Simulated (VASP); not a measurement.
# Ca (Im-3m) in VASP: further runs

Ca is run at these levels: r2SCAN; tasks: single point.

All numbers are computed with VASP 6.6.1; they aren't measurements. Logs are shortened: lines on timing, memory, paths and dates and some standing lists are left out, and cuts for length are marked.

### Step 1. The cell of the first run

The structure is cubic, space group Im-3m (No. 229). Conventional cell: a = 4.256 Å, b = 4.256 Å, c = 4.256 Å, α = 90.00°, β = 90.00°, γ = 90.00°. Ca (site symmetry m-3m) has 14 Ca at 3.69 to 4.26 Å within 4.8 Å.

This isn't the form of Ca at room conditions, which is fcc.

### Step 2. Single point, r2SCAN (strain -0.050 along x and y, -0.050 along z)

POSCAR

```
Ca
1.0
   -2.1280000000      2.1280000000      2.1280000000
    2.1280000000     -2.1280000000      2.1280000000
    2.1280000000      2.1280000000     -2.1280000000
Ca
1
Direct
    0.0000000000      0.0000000000      0.0000000000
```

INCAR.step1

```
SYSTEM = Ca
PREC     = Accurate       ! precision mode
ENCUT    = 550            ! plane-wave cutoff, eV
ISMEAR   = 0              ! smearing method
SIGMA    = 0.15           ! smearing width, eV
LREAL    = .False.        ! projectors in reciprocal space
LASPH    = .True.         ! aspherical terms in the spheres
NELM     = 120            ! most SCF steps
NBANDS   = 11             ! bands
GGA      = PE             ! functional
ALGO     = Normal         ! electronic algorithm
EDIFF    = 1E-5           ! SCF threshold, eV
LWAVE    = .True.         ! write WAVECAR
LCHARG   = .False.        ! write CHGCAR
GGA_COMPAT= .False.
```

INCAR.step2

```
SYSTEM = Ca
PREC     = Accurate       ! precision mode
ENCUT    = 550            ! plane-wave cutoff, eV
EDIFF    = 1E-6           ! SCF threshold, eV
ISMEAR   = 0              ! smearing method
SIGMA    = 0.15           ! smearing width, eV
LREAL    = .False.        ! projectors in reciprocal space
LASPH    = .True.         ! aspherical terms in the spheres
NELM     = 120            ! most SCF steps
ALGO     = Normal         ! electronic algorithm
ISIF     = 2              ! what is computed and relaxed
LWAVE    = .False.        ! write WAVECAR
LCHARG   = .False.        ! write CHGCAR
METAGGA  = R2SCAN         ! meta-GGA
LMIXTAU  = .True.       
NBANDS   = 11             ! bands
ISTART   = 1            
GGA_COMPAT= .False.
```

KPOINTS

```
Automatic mesh
0
Gamma
  16 16 16
  0 0 0
```

Potentials or basis: VASP PAW PBE potentials, release 64 (Ca_sv).

Started as:

```console
cat potpaw_PBE.64/Ca_sv/POTCAR > POTCAR
cp INCAR.step1 INCAR
mpirun -np 1 vasp_std > vasp.out
cp INCAR.step2 INCAR
mpirun -np 1 vasp_std > vasp.out
```

OUTCAR:

```text
SYSTEM = Ca
   PREC = Accurate
   ENCUT = 550
   EDIFF = 1E-6
   ISMEAR = 0
   LREAL = .False.
   LASPH = .True.
   NELM = 120
   ISIF = 2
   METAGGA = R2SCAN
   ISTART = 1

 ion  position               nearest neighbor table
   1  0.000  0.000  0.000-

  LATTYP: Found a body centered cubic cell.
 ALAT       =     4.2560000000

  Lattice vectors:

 A1 = (  -2.1280000000,   2.1280000000,   2.1280000000)
 A2 = (   2.1280000000,  -2.1280000000,   2.1280000000)
 A3 = (   2.1280000000,   2.1280000000,  -2.1280000000)

Analysis of symmetry for initial positions (statically):
=====================================================================
 Subroutine PRICEL returns:
 Original cell was already a primitive cell.

 Routine SETGRP: Setting up the symmetry group for a
 body centered cubic supercell.

 Subroutine GETGRP returns: Found 48 space group operations
 (whereof 48 operations were pure point group operations)
 out of a pool of 48 trial point group operations.

The static configuration has the point symmetry O_h .

Analysis of symmetry for dynamics (positions and initial velocities):
=====================================================================
 Subroutine PRICEL returns:
 Original cell was already a primitive cell.

 Routine SETGRP: Setting up the symmetry group for a
 body centered cubic supercell.

 Subroutine GETGRP returns: Found 48 space group operations
 (whereof 48 operations were pure point group operations)
 out of a pool of 48 trial point group operations.

The dynamic configuration has the point symmetry O_h .

 Subroutine INISYM returns: Found 48 space group operations
 (whereof 48 operations are pure point group operations),
 and found     1 'primitive' translations

----------------------------------------------------------------------------------------

                                     Primitive cell

  volume of cell :      38.5456

  direct lattice vectors                    reciprocal lattice vectors
    -2.128000000  2.128000000  2.128000000     0.000000000  0.234962406  0.234962406
     2.128000000 -2.128000000  2.128000000     0.234962406  0.000000000  0.234962406
     2.128000000  2.128000000 -2.128000000     0.234962406  0.234962406  0.000000000

  length of vectors
     3.685804119  3.685804119  3.685804119     0.332287021  0.332287021  0.332287021

  position of ions in fractional coordinates (direct lattice)
     0.000000000  0.000000000  0.000000000

  ion indices of the primitive-cell ions
   primitive index   ion index
                 1           1

----------------------------------------------------------------------------------------

 KPOINTS: Automatic mesh

Automatic generation of k-mesh.
 Grid dimensions read from file:
 generate k-points for:   16   16   16

 Generating k-lattice:

  Cartesian coordinates                     Fractional coordinates (reciprocal lattice)
     0.000000000  0.014685150  0.014685150     0.062500000  0.000000000  0.000000000
     0.014685150  0.000000000  0.014685150     0.000000000  0.062500000  0.000000000
     0.014685150  0.014685150  0.000000000     0.000000000  0.000000000  0.062500000

  Length of vectors
     0.020767939  0.020767939  0.020767939

  Shift w.r.t. Gamma in fractional coordinates (k-lattice)
     0.000000000  0.000000000  0.000000000

 Subroutine IBZKPT returns following result:
 ===========================================

 Found    145 irreducible k-points:

 Following reciprocal coordinates:
            Coordinates               Weight
  0.000000  0.000000  0.000000      1.000000
  0.062500  0.000000  0.000000     12.000000
  0.125000  0.000000  0.000000     12.000000
  0.187500  0.000000  0.000000     12.000000
  0.250000  0.000000  0.000000     12.000000
  0.312500  0.000000  0.000000     12.000000
[... 16 lines left out ...]
  0.187500  0.187500  0.000000     24.000000
  0.250000  0.187500 -0.000000     48.000000
 [... further k-points ...]
   k-points           NKPTS =    145   k-points in BZ     NKDIM =    145   number of bands    NBANDS=     11
   number of dos      NEDOS =    301   number of ions     NIONS =      1
   total plane-waves  NPLWV =  21952
   dimension x,y,z NGX =    28 NGY =   28 NGZ =   28
   dimension x,y,z NGXF=    56 NGYF=   56 NGZF=   56
   ions per type =               1
   NGX,Y,Z   is equivalent  to a cutoff of  12.63, 12.63, 12.63 a.u.
   NGXF,Y,Z  is equivalent  to a cutoff of  25.26, 25.26, 25.26 a.u.
 SYSTEM =  Ca
   PREC   = accura    normal or accurate (medium, high low for compatibility)
   ISTART =      1    job   : 0-new  1-cont  2-samecut
   ICHARG =      0    charge: 1-file 2-atom 10-const
   ISPIN  =      1    spin polarized calculation?
   LNONCOLLINEAR =      F non collinear calculations
   LSORBIT =      F    spin-orbit coupling
   LASPH  =      T    aspherical Exc in radial PAW
   ENCUT  =  550.0 eV  40.42 Ry    6.36 a.u.   7.05  7.05  7.05*2*pi/ulx,y,z
   NELM   =    120;   NELMIN=  2; NELMDL=  0     # of ELM steps
   EDIFF  = 0.1E-05   stopping-criterion for ELM
   LREAL  =      F    real-space projection
   EDIFFG = 0.1E-04   stopping-criterion for IOM
   NSW    =      0    number of steps for IOM
   IBRION =     -1    ionic relax: 0-MD 1-quasi-New 2-CG
   NFREE  =      0    steps in history (QN), initial steepest desc. (CG)
   ISIF   =      2    stress and relaxation
   ISYM   =      2    0-nonsym 1-usesym 2-fastsym
   POTIM  = 0.5000    time-step for ionic-motion
   TEBEG  =    0.0;   TEEND  =   0.0 temperature during run
   PSTRESS=    0.0 pullay stress
   NELECT =      10.0000    total number of electrons
   NUPDOWN=      -1.0000    fix difference up-down
   EMIN   =  10.00;   EMAX   =-10.00  energy-range for DOS
   EFERMI =   0.00;   METHOD = LEGACY
   ISMEAR =     0;   SIGMA  =   0.15  broadening in eV -4-tet -1-fermi 0-gaus
   EFERMI_NEDOS =   21; number of points for ismear=-14 and -15
   IALGO  =     38    algorithm
   IMIX   =      4    mixing-type and parameters
     AMIX     =   0.40;   BMIX     =  1.00
     AMIX_MAG =   1.60;   BMIX_MAG =  1.00
  volume/ion in A,a.u.               =      38.55       260.12
  Fermi-wavevector in a.u.,A,eV,Ry     =   1.044119  1.973098 14.832852  1.090184
  Thomas-Fermi vector in A             =   2.178858
   LORBIT       =      0    0 simple, 1 ext, 2 COOP (PROOUT), +10 PAW based schemes
   METAGGA = R2SCAN    functional components
   LHFCALC =     F    Hartree Fock is set to
   AEXX    =    0.0000 exact exchange contribution
   IVDW    =     0    specifies the selected vdW correction
   LEPSILON=     F    determine dielectric tensor
   LRPA    =     F    only Hartree local field effects (RPA)
 non-spin polarized calculation
 Gauss-broadening in eV      SIGMA  =   0.15
  energy-cutoff  :      550.00
  volume of cell :       38.55
 maximum number of plane-waves:      1157
   NGX = 15   NGY = 15   NGZ = 15

 number of electron       9.9999997 magnetization

 Free energy of the ion-electron system (eV)
  ---------------------------------------------------
  ext. energy  EPLUGINS =         0.00000000
  ---------------------------------------------------
  free energy    TOTEN  =        -6.98865842 eV

  energy without entropy =       -6.97214821  energy(sigma->0) =       -6.98040332

 E-fermi :   2.4292     XC(G=0):  -8.5173

 val. band max:        2.4251596123   @ k =  -0.4375  -0.4375   0.1875
 cond. band min:       2.4544543002   @ k =  -0.4375  -0.4375   0.2500
 fundamental gap:      0.0292946879
 Fermi energy:         2.4292077739

 k-point     1 :       0.0000    0.0000    0.0000
  band No.  band energies     occupation
      1     -41.1772      2.00000
      2     -21.1905      2.00000
      3     -21.1905      2.00000
      4     -21.1905      2.00000
      5      -2.0681      2.00000
      6       5.2305      0.00000
      7       5.2305      0.00000
      8       5.2305      0.00000
      9       6.4170      0.00000
     10       6.4170      0.00000
     11      13.6479      0.00000

 k-point     2 :       0.0625    0.0000    0.0000
  band No.  band energies     occupation
      1     -41.1763      2.00000
      2     -21.1984      2.00000
      3     -21.1929      2.00000
      4     -21.1904      2.00000
      5      -1.9872      2.00000
      6       5.1749      0.00000
      7       5.1964      0.00000
      8       5.2926      0.00000
      9       6.3474      0.00000
     10       6.4173      0.00000
     11      13.5920      0.00000

 k-point     3 :       0.1250    0.0000    0.0000
  band No.  band energies     occupation
      1     -41.1737      2.00000
      2     -21.2211      2.00000
      3     -21.2002      2.00000
      4     -21.1905      2.00000
      5      -1.7483      2.00000
      6       5.0230      0.00000
      7       5.0505      0.00000
      8       5.4758      0.00000
      9       6.2182      0.00000
     10       6.4222      0.00000
     11      13.2882      0.00000

 k-point     4 :       0.1875    0.0000    0.0000
  band No.  band energies     occupation
      1     -41.1699      2.00000
      2     -21.2547      2.00000
      3     -21.2109      2.00000
      4     -21.1906      2.00000
      5      -1.3620      2.00000
      6       4.7301      0.00000
      7       4.8116      0.00000
      8       5.7717      0.00000
      9       6.1684      0.00000
     10       6.4427      0.00000
     11      12.5491      0.00000
[... 239 lines left out ...]
 k-point    22 :       0.4375    0.1250    0.0000
  band No.  band energies     occupation
      1     -41.1526      2.00000
      2     -21.3841      2.00000
      3     -21.2659      2.00000
      4     -21.2016      2.00000
      5       1.7270      2.00000
      6       2.4046      1.18317
      7       3.9452      0.00000
      8       6.2794      0.00000
      9       6.7760      0.00000
     10       7.7719      0.00000
     11       8.7821      0.00000

 k-point    23 :       0.1875    0.1875    0.0000
  band No.  band energies     occupation
      1     -41.1598      2.00000
      2     -21.3287      2.00000
      3     -21.2383      2.00000
      4     -21.2046      2.00000
      5      -0.0843      2.00000
      6       3.8343      0.00000
      7       4.2249      0.00000
      8       6.0929      0.00000
      9       6.6891      0.00000
     10       6.7497      0.00000
     11      10.7218      0.00000

 k-point    24 :       0.2500    0.1875   -0.0000
  band No.  band energies     occupation
      1     -41.1562      2.00000
      2     -21.3495      2.00000
      3     -21.2552      2.00000
      4     -21.2072      2.00000
      5       0.5442      2.00000
      6       3.4507      0.00000
      7       4.0163      0.00000
      8       6.1805      0.00000
      9       6.7186      0.00000
     10       7.1827      0.00000
     11       9.8109      0.00000

 [... further k-points ...]

------------------------ aborting loop because EDIFF is reached ----------------------------------------

  FORCE on cell =-STRESS in cart. coord.  units (eV):
  Direction    XX          YY          ZZ          XY          YZ          ZX
  --------------------------------------------------------------------------------------
  -------------------------------------------------------------------------------------
  Total        0.5922259      0.5922259      0.5922259      0.0000000      0.0000000      0.0000000
  in kB       24.6163175     24.6163175     24.6163175      0.0000000      0.0000000      0.0000000
  external PRESSURE =      24.6163175 kB  Pullay stress =       0.0000000 kB

 VOLUME and BASIS-vectors are now :
 -----------------------------------------------------------------------------
  energy-cutoff  :      550.00
  volume of cell :       38.55
      direct lattice vectors                 reciprocal lattice vectors
    -2.128000000  2.128000000  2.128000000     0.000000000  0.234962406  0.234962406
     2.128000000 -2.128000000  2.128000000     0.234962406  0.000000000  0.234962406
     2.128000000  2.128000000 -2.128000000     0.234962406  0.234962406  0.000000000

 POSITION                                       TOTAL-FORCE (eV/Angst)
 -----------------------------------------------------------------------------------
      0.00000      0.00000      0.00000        -0.000000     -0.000000     -0.000000
 -----------------------------------------------------------------------------------
    total drift:                               -0.000000     -0.000000      0.000000

  FREE ENERGIE OF THE ION-ELECTRON SYSTEM (eV)
  ---------------------------------------------------
  free  energy   TOTEN  =        -6.9886584190 eV

  energy  without entropy=       -6.9721482137  energy(sigma->0) =       -6.98040332
```

Run time: 81 s. Hardware: 1 thread of Intel Xeon 6975P-C (Granite Rapids), shared host; peak memory 0.21 GiB.

Results:

| Property | Result |
| --- | --- |
| Free energy | -6.9887 eV |
| Pressure | 2.5 GPa |
| Band gap on the k mesh | zero (bands 5 and 6 overlap by 0.47 eV) |

Levels at points of the mesh, in eV from the Fermi level:
```csv
k point,band 2,band 3,band 4,band 5,band 6,band 7,band 8,band 9
"(0.00, 0.00, 0.00)",-23.62,-23.62,-23.62,-4.50,2.80,2.80,2.80,3.99
"(0.50, 0.00, 0.00)",-23.82,-23.69,-23.62,-0.92,-0.04,1.63,3.93,4.33
"(0.50, 0.50, 0.50)",-23.76,-23.76,-23.76,-0.01,-0.01,4.60,4.60,4.60
```

Caveat: the cell differs from its parent crystal (strain -0.050 along x and y, -0.050 along z); the PAW data sets were made with another functional, which shifts forces and pressure a little.

### Step 3. Single point, r2SCAN (strain -0.025 along x and y, -0.025 along z)

POSCAR

```
Ca
1.0
   -2.1840000000      2.1840000000      2.1840000000
    2.1840000000     -2.1840000000      2.1840000000
    2.1840000000      2.1840000000     -2.1840000000
Ca
1
Direct
    0.0000000000      0.0000000000      0.0000000000
```

INCAR.step1

```
PREC     = Accurate       # precision mode
ENCUT    = 550            # plane-wave cutoff, eV
ISMEAR   = 0              # smearing method
SIGMA    = 0.15           # smearing width, eV
LREAL    = False          # projectors in reciprocal space
LASPH    = True           # aspherical terms in the spheres
NELM     = 120            # most SCF steps
NBANDS   = 11             # bands
GGA      = PE             # functional
ALGO     = Normal         # electronic algorithm
EDIFF    = 1E-5           # SCF threshold, eV
LWAVE    = True           # write WAVECAR
LCHARG   = False          # write CHGCAR
GGA_COMPAT= False
```

INCAR.step2

```
PREC     = Accurate       # precision mode
ENCUT    = 550            # plane-wave cutoff, eV
EDIFF    = 1E-6           # SCF threshold, eV
ISMEAR   = 0              # smearing method
SIGMA    = 0.15           # smearing width, eV
LREAL    = False          # projectors in reciprocal space
LASPH    = True           # aspherical terms in the spheres
NELM     = 120            # most SCF steps
ALGO     = Normal         # electronic algorithm
ISIF     = 2              # what is computed and relaxed
LWAVE    = False          # write WAVECAR
LCHARG   = False          # write CHGCAR
METAGGA  = R2SCAN         # meta-GGA
LMIXTAU  = True         
NBANDS   = 11             # bands
ISTART   = 1            
GGA_COMPAT= False
```

KPOINTS

```
regular mesh
0
Gamma
  16 16 16
```

Potentials or basis: VASP PAW PBE potentials, release 64 (Ca_sv).

Started as:

```console
cat potpaw_PBE.64/Ca_sv/POTCAR > POTCAR
cp INCAR.step1 INCAR
mpirun -np 1 vasp_std > vasp.out
cp INCAR.step2 INCAR
mpirun -np 1 vasp_std > vasp.out
```

Run time: 1.9 min. Hardware: 1 thread of Intel Xeon 6975P-C (Granite Rapids), shared host; peak memory 0.22 GiB.

It converged, with:

| Item | Value |
| --- | --- |
| Free energy | -7.0204 eV |
| Pressure | 0.8 GPa |
| Band gap on the k mesh | zero (bands 5 and 6 overlap by 0.52 eV) |

Levels at points of the mesh, in eV from the Fermi level:
```
           k point  band 1  band 2  band 3  band 4  band 5  band 6  band 7  band 8  band 9  band 10
(0.00, 0.00, 0.00)  -43.80  -23.83  -23.83  -23.83   -4.36    2.68    2.68    2.68    3.79     3.79
(0.50, 0.00, 0.00)  -43.78  -23.98  -23.88  -23.83   -0.87   -0.12    1.61    3.71    4.10     4.90
(0.50, 0.50, 0.50)  -43.77  -23.94  -23.94  -23.94    0.11    0.11    4.24    4.24    4.24     4.66
```

Caveat: the cell differs from its parent crystal (strain -0.025 along x and y, -0.025 along z); the PAW data sets were made with another functional, which shifts forces and pressure a little.

### Step 4. Single point, r2SCAN (strain +0.025 along x and y, +0.025 along z)

POSCAR

```
Ca
1.0
   -2.2960000000      2.2960000000      2.2960000000
    2.2960000000     -2.2960000000      2.2960000000
    2.2960000000      2.2960000000     -2.2960000000
Ca
1
Direct
    0.0000000000      0.0000000000      0.0000000000
```

INCAR.step1

```
  PREC = Accurate
  ENCUT = 550
  ISMEAR = 0
  SIGMA = 0.15
  LREAL = False
  LASPH = True
  NELM = 120
  NBANDS = 11
  GGA = PE
  ALGO = Normal
  EDIFF = 1E-5
  LWAVE = True
  LCHARG = False
  GGA_COMPAT = False
```

INCAR.step2

```
  PREC = Accurate
  ENCUT = 550
  EDIFF = 1E-6
  ISMEAR = 0
  SIGMA = 0.15
  LREAL = False
  LASPH = True
  NELM = 120
  ALGO = Normal
  ISIF = 2
  LWAVE = False
  LCHARG = True
  METAGGA = R2SCAN
  LMIXTAU = True
  LELF = True
  LVHAR = True
  NBANDS = 11
  ISTART = 1
  GGA_COMPAT = False
```

KPOINTS

```
Automatic mesh
0
Gamma
  16 16 16
```

Started as:

```console
cat potpaw_PBE.64/Ca_sv/POTCAR > POTCAR
cp INCAR.step1 INCAR
mpirun -np 1 vasp_std > vasp.out
cp INCAR.step2 INCAR
mpirun -np 1 vasp_std > vasp.out
```

Run time: 2.2 min. Hardware: 1 thread of Intel Xeon 6975P-C (Granite Rapids), shared host; peak memory 0.22 GiB.

Results (log left out):

```
Free energy            : -6.9993 eV
Pressure               : -1.6 GPa
Band gap on the k mesh : zero (bands 5 and 6 overlap by 0.61 eV)
```

Levels at points of the mesh, in eV from the Fermi level:
| k point | band 1 | band 2 | band 3 | band 4 | band 5 | band 6 | band 7 | band 8 | band 9 | band 10 |
| --- | --- | --- | --- | --- | --- | --- | --- | --- | --- | --- |
| (0.00, 0.00, 0.00) | -44.17 | -24.21 | -24.21 | -24.21 | -4.07 | 2.46 | 2.46 | 2.46 | 3.42 | 3.42 |
| (0.50, 0.00, 0.00) | -44.16 | -24.30 | -24.24 | -24.21 | -0.79 | -0.23 | 1.55 | 3.32 | 3.66 | 4.32 |
| (0.50, 0.50, 0.50) | -44.16 | -24.27 | -24.27 | -24.27 | 0.28 | 0.28 | 3.65 | 3.65 | 3.65 | 4.13 |

Caveat: the cell differs from its parent crystal (strain +0.025 along x and y, +0.025 along z); the PAW data sets were made with another functional, which shifts forces and pressure a little.

### Step 5. Summary

```csv
cell,gap on the mesh (eV),pressure (GPa)
"a = 3.686 Å, angles 109.5°, 1 atom",none,2.5
"a = 3.783 Å, angles 109.5°, 1 atom",none,0.8
"a = 3.977 Å, angles 109.5°, 1 atom",none,-1.6
```

Alike in all rows: task single point; level r2SCAN; potentials or basis VASP PAW PBE potentials, release 64 (Ca_sv); no spin polarisation; k mesh 16 × 16 × 16; cutoff (eV) 550; smearing gaussian 0.15 eV.

Caveats: the PAW data sets were made with another functional, which shifts forces and pressure a little.

Absolute energies hang on the potentials; compare differences alone.
